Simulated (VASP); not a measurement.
# Sr3HfBi (P1) in VASP: relaxation of cell and atoms with PBE

Aim: the relaxation of cell and atoms of Sr3HfBi with PBE.

All numbers are computed with VASP 6.6.1; they aren't measurements. Logs are shortened: lines on timing, memory, paths and dates and some standing lists are left out, and cuts for length are marked.

**1. The cell of the first run**

The typed cell holds 10 atoms: a = 6.776 Å, b = 7.430 Å, c = 8.331 Å, α = 72.68°, β = 71.19°, γ = 80.71°.

**2. Relaxation of cell and atoms, PBE**

The input, INCAR:

```
SYSTEM = Sr3HfBi
PREC = Accurate ; ENCUT = 500
EDIFF = 1E-7 ; ISMEAR = 0
SIGMA = 0.2 ; LREAL = .FALSE.
LASPH = .TRUE. ; NELM = 120
ALGO = Normal ; ISIF = 3
LWAVE = .FALSE. ; LCHARG = .FALSE.
GGA = PE ; IBRION = 2
NSW = 80 ; EDIFFG = -0.025
GGA_COMPAT = .FALSE. ; NELMIN = 4
KPAR = 4
```

The input, KPOINTS:

```
Automatic mesh
0
G
  4 4 4
  0 0 0
```

The input, POSCAR:

```
Sr3HfBi
1.0
    6.4307064592     -2.1348363553     -0.0013293352
    0.5519328947     -2.1491833927      7.0910861760
    0.0648340131     -8.3303369784      0.0693567174
Sr Hf Bi
6 2 2
Direct
    0.9744469345      0.9490138417      0.5363969552
    0.9545952798      0.9102804260      0.0094380467
    0.3774041195      0.1623781359      0.5906015703
    0.3687170133      0.1654016877      0.1076189890
    0.8083546635      0.4724529062      0.6826330936
    0.8250155954      0.4714719611      0.2006289474
    0.3163257768      0.6298932115      0.7442260942
    0.2878468358      0.6542645955      0.2784820655
    0.5291154556      0.7944847451      0.9239694552
    0.5581783261      0.7903584894      0.4260047827
```

Potentials or basis: VASP PAW PBE potentials, release 64 (Sr_sv, Hf_pv, Bi_d).

Command:

```console
$ cat potpaw_PBE.64/Sr_sv/POTCAR potpaw_PBE.64/Hf_pv/POTCAR potpaw_PBE.64/Bi_d/POTCAR > POTCAR
$ mpirun -np 4 vasp_std > vasp.out
```

OUTCAR:

```text
SYSTEM = Sr3HfBi
   PREC = Accurate
   ENCUT = 500
   EDIFF = 1E-7
   ISMEAR = 0
   LREAL = .FALSE.
   LASPH = .TRUE.
   NELM = 120
   ISIF = 3
   GGA = PE
   IBRION = 2
   NSW = 80
   EDIFFG = -0.025
   NELMIN = 4

 ion  position               nearest neighbor table
   1  0.974  0.949  0.536-   8 3.50   7 3.51   3 3.58   5 3.62   9 3.67  10 3.69   4 3.78   2 3.82
                            10 3.83   3 4.03   6 4.24   5 4.29   2 4.53
   2  0.955  0.910  0.009-   6 3.30   9 3.47   7 3.58  10 3.60   8 3.62   9 3.73   1 3.82   3 3.91
                             4 4.03   4 4.05   5 4.41   1 4.53   6 4.75
   3  0.377  0.162  0.591-  10 3.33   9 3.56   1 3.58   7 3.83   8 3.89   2 3.91   7 3.96   1 4.03
                             4 4.04   6 4.06   5 4.13   4 4.30   5 4.37
   4  0.369  0.165  0.108-   9 3.40  10 3.62   8 3.70   1 3.78   7 3.91   6 3.98   2 4.03   3 4.04
                             2 4.05   5 4.15   8 4.18   3 4.30   6 4.49
   5  0.808  0.472  0.683-   7 3.28  10 3.33   9 3.51   1 3.62   8 3.92   6 3.98   7 4.03   3 4.13
                             4 4.15   1 4.29   6 4.35   3 4.37   2 4.41
   6  0.825  0.471  0.201-   2 3.30  10 3.39   8 3.59   9 3.64   8 3.91   4 3.98   5 3.98   3 4.06
                             7 4.17   1 4.24   5 4.35   4 4.49   2 4.75
   7  0.316  0.630  0.744-  10 2.66   9 2.98   5 3.28   1 3.51   2 3.58   3 3.83   4 3.91   3 3.96
                             5 4.03   6 4.17
   8  0.288  0.654  0.278-   9 2.84  10 2.95   1 3.50   6 3.59   2 3.62   4 3.70   3 3.89   6 3.91
                             5 3.92   4 4.18
   9  0.529  0.794  0.924-   8 2.84   7 2.98   4 3.40   2 3.47   5 3.51   3 3.56   6 3.64   1 3.67
                             2 3.73
  10  0.558  0.790  0.426-   7 2.66   8 2.95   5 3.33   3 3.33   6 3.39   2 3.60   4 3.62   1 3.69
                             1 3.83

  LATTYP: Found a triclinic cell.
 ALAT       =     7.4301495497
 B/A-ratio  =     1.2398252129
 C/A-ratio  =     1.1212261513
 COS(alpha) =     0.0030005671
 COS(beta)  =     0.2977563626
 COS(gamma) =     0.6878161230

  Lattice vectors:

 A1 = (   0.5519328947,  -2.1491833927,   7.0910861760)
 A2 = (  -5.8787735645,  -0.0143470374,   7.0924155112)
 A3 = (   0.0648340131,  -8.3303369784,   0.0693567174)

Analysis of symmetry for initial positions (statically):
=====================================================================
 Subroutine PRICEL returns:
 Original cell was already a primitive cell.

 Routine SETGRP: Setting up the symmetry group for a
 triclinic supercell.

 Subroutine GETGRP returns: Found  1 space group operations
 (whereof  1 operations were pure point group operations)
 out of a pool of  2 trial point group operations.

The static configuration has the point symmetry C_1 .

Analysis of symmetry for dynamics (positions and initial velocities):
=====================================================================
 Subroutine PRICEL returns:
 Original cell was already a primitive cell.

 Routine SETGRP: Setting up the symmetry group for a
 triclinic supercell.

 Subroutine GETGRP returns: Found  1 space group operations
 (whereof  1 operations were pure point group operations)
 out of a pool of  2 trial point group operations.

The dynamic configuration has the point symmetry C_1 .

 Subroutine INISYM returns: Found  1 space group operations
 (whereof  1 operations are pure point group operations),
 and found     1 'primitive' translations

----------------------------------------------------------------------------------------

                                     Primitive cell

  volume of cell :     378.0168

  direct lattice vectors                    reciprocal lattice vectors
     6.430706459 -2.134836355 -0.001329335     0.155871602  0.001114933 -0.011794310
     0.551932895 -2.149183393  7.091086176     0.000420984  0.001180103  0.141347021
     0.064834013 -8.330336978  0.069356717    -0.040054218 -0.120633350 -0.033444235

  length of vectors
     6.775803539  7.430149550  8.330877984     0.156321161  0.141352574  0.131435393

  position of ions in fractional coordinates (direct lattice)
     0.974446935  0.949013842  0.536396955
     0.954595280  0.910280426  0.009438047
     0.377404119  0.162378136  0.590601570
     0.368717013  0.165401688  0.107618989
     0.808354663  0.472452906  0.682633094
     0.825015595  0.471471961  0.200628947
     0.316325777  0.629893211  0.744226094
     0.287846836  0.654264596  0.278482066
[... 33 lines left out ...]

  Shift w.r.t. Gamma in fractional coordinates (k-lattice)
     0.000000000  0.000000000  0.000000000

 Subroutine IBZKPT returns following result:
 ===========================================

 Found     36 irreducible k-points:

 Following reciprocal coordinates:
            Coordinates               Weight
  0.000000  0.000000  0.000000      1.000000
  0.250000 -0.000000  0.000000      2.000000
  0.500000 -0.000000  0.000000      1.000000
  0.000000  0.250000  0.000000      2.000000
  0.250000  0.250000  0.000000      2.000000
  0.500000  0.250000  0.000000      2.000000
[... 16 lines left out ...]
 -0.000000 -0.250000  0.250000      2.000000
  0.250000 -0.250000  0.250000      2.000000
 [... further k-points ...]
   k-points           NKPTS =     36   k-points in BZ     NKDIM =     36   number of bands    NBANDS=     66
   number of dos      NEDOS =    301   number of ions     NIONS =     10
   total plane-waves  NPLWV = 172800
   dimension x,y,z NGX =    50 NGY =   54 NGZ =   64
   dimension x,y,z NGXF=   100 NGYF=  108 NGZF=  128
   ions per type =               6   2   2
   NGX,Y,Z   is equivalent  to a cutoff of  12.27, 12.08, 12.77 a.u.
   NGXF,Y,Z  is equivalent  to a cutoff of  24.54, 24.16, 25.54 a.u.
 SYSTEM =  Sr3HfBi
   PREC   = accura    normal or accurate (medium, high low for compatibility)
   ISTART =      0    job   : 0-new  1-cont  2-samecut
   ICHARG =      2    charge: 1-file 2-atom 10-const
   ISPIN  =      1    spin polarized calculation?
   LNONCOLLINEAR =      F non collinear calculations
   LSORBIT =      F    spin-orbit coupling
   LASPH  =      T    aspherical Exc in radial PAW
   ENCUT  =  500.0 eV  36.75 Ry    6.06 a.u.  12.35 13.55 15.19*2*pi/ulx,y,z
   NELM   =    120;   NELMIN=  4; NELMDL= -5     # of ELM steps
   EDIFF  = 0.1E-06   stopping-criterion for ELM
   LREAL  =      F    real-space projection
   EDIFFG = -.3E-01   stopping-criterion for IOM
   NSW    =     80    number of steps for IOM
   IBRION =      2    ionic relax: 0-MD 1-quasi-New 2-CG
   NFREE  =      1    steps in history (QN), initial steepest desc. (CG)
   ISIF   =      3    stress and relaxation
   ISYM   =      2    0-nonsym 1-usesym 2-fastsym
   POTIM  = 0.5000    time-step for ionic-motion
   TEBEG  =    0.0;   TEEND  =   0.0 temperature during run
   PSTRESS=    0.0 pullay stress
   NELECT =     110.0000    total number of electrons
   NUPDOWN=      -1.0000    fix difference up-down
   EMIN   =  10.00;   EMAX   =-10.00  energy-range for DOS
   EFERMI =   0.00;   METHOD = LEGACY
   ISMEAR =     0;   SIGMA  =   0.20  broadening in eV -4-tet -1-fermi 0-gaus
   EFERMI_NEDOS =   21; number of points for ismear=-14 and -15
   IALGO  =     38    algorithm
   IMIX   =      4    mixing-type and parameters
     AMIX     =   0.40;   BMIX     =  1.00
     AMIX_MAG =   1.60;   BMIX_MAG =  1.00
  volume/ion in A,a.u.               =      37.80       255.10
  Fermi-wavevector in a.u.,A,eV,Ry     =   1.084848  2.050065 16.012618  1.176894
  Thomas-Fermi vector in A             =   2.220947
   LORBIT       =      0    0 simple, 1 ext, 2 COOP (PROOUT), +10 PAW based schemes
   GGA     = PE    functional components
   LHFCALC =     F    Hartree Fock is set to
   AEXX    =    0.0000 exact exchange contribution
   IVDW    =     0    specifies the selected vdW correction
   LEPSILON=     F    determine dielectric tensor
   LRPA    =     F    only Hartree local field effects (RPA)
 conjugate gradient relaxation of ions
 non-spin polarized calculation
 Gauss-broadening in eV      SIGMA  =   0.20
  energy-cutoff  :      500.00
  volume of cell :      378.02
 maximum number of plane-waves:      9625
 NGX is ok and might be reduce to    50
   NGX = 25   NGY = 27   NGZ = 31

--------------------------------------- Ionic step        1  -------------------------------------------

 number of electron     109.9999999 magnetization

 Free energy of the ion-electron system (eV)
  ---------------------------------------------------
  ext. energy  EPLUGINS =         0.00000000
  ---------------------------------------------------
  free energy    TOTEN  =       -36.29987106 eV

  energy without entropy =      -36.04290947  energy(sigma->0) =      -36.17139027

------------------------ aborting loop because EDIFF is reached ----------------------------------------

  FORCE on cell =-STRESS in cart. coord.  units (eV):
  Direction    XX          YY          ZZ          XY          YZ          ZX
  --------------------------------------------------------------------------------------
  -------------------------------------------------------------------------------------
  Total        6.4919863      4.5776218      5.3768992      3.1791015      1.8096701      1.6515700
  in kB       27.5154824     19.4016848     22.7893234     13.4742293      7.6700633      6.9999754
  external PRESSURE =      23.2354969 kB  Pullay stress =       0.0000000 kB
[... 113 lines left out ...]
  FREE ENERGIE OF THE ION-ELECTRON SYSTEM (eV)
  ---------------------------------------------------
  free  energy   TOTEN  =       -36.9013372370 eV

  energy  without entropy=      -36.6232700106  energy(sigma->0) =      -36.76230362

[... ionic steps 4 to 30 ...]

--------------------------------------- Ionic step       31  -------------------------------------------

 number of electron     110.0000006 magnetization

------------------------ aborting loop because EDIFF is reached ----------------------------------------
[... 83 lines left out ...]
--------------------------------------- Ionic step       33  -------------------------------------------

 number of electron     110.0000008 magnetization

 Free energy of the ion-electron system (eV)
  ---------------------------------------------------
  ext. energy  EPLUGINS =         0.00000000
  ---------------------------------------------------
  free energy    TOTEN  =       -37.58005146 eV

  energy without entropy =      -37.33231990  energy(sigma->0) =      -37.45618568

 E-fermi :   3.1254     XC(G=0):  -8.5559

 val. band max:        3.1249989618   @ k =   0.5000   0.5000   0.5000
 cond. band min:       3.1306148310   @ k =   0.2500   0.5000   0.0000
 fundamental gap:      0.0056158692
 Fermi energy:         3.1253654253

 k-point     1 :       0.0000    0.0000    0.0000
  band No.  band energies     occupation
      1     -33.1623      2.00000
      2     -33.1433      2.00000
      3     -33.0575      2.00000
      4     -32.8021      2.00000
      5     -32.7728      2.00000
      6     -32.7511      2.00000
[... 1645 lines left out ...]
     65       4.7988      0.00000
     66       4.8637      0.00000

 [... further k-points ...]
[... 5 lines left out ...]
  --------------------------------------------------------------------------------------
  -------------------------------------------------------------------------------------
  Total        0.0696473      0.0933312      0.0565929     -0.0142803     -0.0142146      0.0247571
  in kB        0.2819127      0.3777786      0.2290721     -0.0578025     -0.0575366      0.1002097
  external PRESSURE =       0.2962545 kB  Pullay stress =       0.0000000 kB
[... 25 lines left out ...]
  FREE ENERGIE OF THE ION-ELECTRON SYSTEM (eV)
  ---------------------------------------------------
  free  energy   TOTEN  =       -37.5800514623 eV

  energy  without entropy=      -37.3323199008  energy(sigma->0) =      -37.45618568

 reached required accuracy - stopping structural energy minimisation
```

Wall time 73 min (4 MPI ranks of Intel Xeon 6975P-C (Granite Rapids), shared host); peak memory 0.96 GiB.

Results:

| Item | Value |
| --- | --- |
| Free energy | -37.5801 eV |
| Relaxed volume | 39.58 Å³/atom |
| Relaxed cell | a = 6.993 Å, b = 7.476 Å, c = 8.300 Å, α = 73.83°, β = 72.60°, γ = 80.14° |
| Space group after relaxing (to 0.1 Å) | P1 (No. 1) |
| Energy gained by relaxing | 128.0 meV/atom |
| Ionic steps | 33 |
| Pressure after relaxing | 0.0 GPa |
| Largest force after relaxing | 0.021 eV/Å |
| Band gap on the k mesh | zero (bands 55 and 56 overlap by 0.06 eV) |

Forces on the atoms (eV/Å):
```
Sr  -0.004 -0.015 -0.004
Sr  -0.006  0.013  0.005
Sr   0.001  0.005 -0.004
Sr   0.000  0.005 -0.003
Sr  -0.004 -0.010  0.005
Sr  -0.001 -0.004 -0.010
Hf   0.004 -0.001  0.006
Hf  -0.005 -0.005 -0.017
Bi   0.011  0.004  0.017
Bi   0.005  0.008  0.005
```

The path:
```csv
step,energy change (eV),largest force (eV/Å),pressure (GPa),volume (Å³)
1,0.0000,2.4340,2.32,378.02
2,-0.6005,0.6285,-0.95,408.66
3,-0.6015,0.6452,-0.82,406.99
4,-0.7685,0.5463,-0.42,399.20
5,-0.9207,0.5026,0.66,382.98
6,-1.0205,0.3864,-0.02,388.81
7,-1.0317,0.4192,-0.30,391.59
8,-1.0744,0.2813,0.04,387.57
9,-1.0852,0.1784,0.33,384.36
10,-1.1078,0.2473,-0.03,389.85
11,-1.1110,0.2810,-0.21,392.74
12,-1.1369,0.2556,-0.09,392.14
13,-1.1690,0.4763,0.29,390.51
14,-1.1851,0.3797,0.18,391.98
15,-1.2119,0.2161,-0.10,396.41
16,-1.2134,0.2295,-0.18,397.76
17,-1.2241,0.2095,-0.07,396.41
18,-1.2345,0.1736,0.24,392.94
19,-1.2456,0.1362,0.08,395.04
20,-1.2508,0.1722,-0.12,397.75
21,-1.2601,0.1264,-0.03,396.49
22,-1.2652,0.1134,0.13,394.50
23,-1.2698,0.0733,-0.06,396.77
24,-1.2699,0.0739,-0.09,397.16
25,-1.2736,0.0652,0.00,395.90
26,-1.2743,0.0713,0.07,395.00
27,-1.2769,0.0524,-0.01,396.09
28,-1.2777,0.0414,-0.08,397.11
29,-1.2785,0.0509,0.09,395.11
30,-1.2788,0.0385,0.03,395.82
31,-1.2795,0.0292,0.00,396.20
32,-1.2798,0.0297,-0.03,396.61
33,-1.2802,0.0208,0.03,395.82
```

Final structure:
```
Sr Hf Bi
1.0
     6.67365   -2.08821    0.04965
     0.63722   -2.08163    7.15221
     0.00418   -8.29953    0.00006
Sr Hf Bi
6 2 2
Direct
  0.94464 0.95739 0.52806
  0.96593 0.92794 0.02100
  0.38448 0.17031 0.61781
  0.39037 0.21207 0.09916
  0.83548 0.46598 0.67245
  0.82474 0.44960 0.18337
  0.29501 0.62849 0.70819
  0.29257 0.62586 0.33123
  0.47882 0.73760 0.94765
  0.58796 0.82477 0.39108
```

Caveat: spin-orbit coupling is left out, which moves the levels of the heavy elements.
